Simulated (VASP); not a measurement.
Runs of VASP 6.6.1 on TiO2. The structure is that of space group P4_2/mnm (No. 136), or close to it. The cells are those of the table. 

```tsv
cell	gap on the mesh (eV)	pressure (GPa)	largest force (eV/Å)
a = 4.525, b = 4.525, c = 2.927 Å, 6 atoms	1.83	(b)	0.03
a = 4.503, b = 4.503, c = 2.937 Å, 6 atoms	1.83	4.1	0.03
a = 4.525, b = 4.525, c = 2.926 Å, 6 atoms	1.83	2.8	0.06
a = 4.457, b = 4.457, c = 2.959 Å, 6 atoms	1.84	7.1	0.02
a = 4.571, b = 4.571, c = 2.908 Å, 6 atoms	1.84	-0.1	0.04
a = 4.503, b = 4.503, c = 2.935 Å, 6 atoms	1.84	(a)	0.07
```

Alike in all rows: task single point; level LDA; potentials or basis VASP PAW LDA potentials, release 64 (Ti_sv, O); no spin polarisation; k mesh 6 × 6 × 8; cutoff (eV) 520; smearing gaussian 0.01 eV.

**Question.** Estimate the missing entries.

**Answer.** (a) 4.4; (b) 2.7.

Caveats: the cell stands under pressure (at least some runs).

A k mesh can miss the band edges.
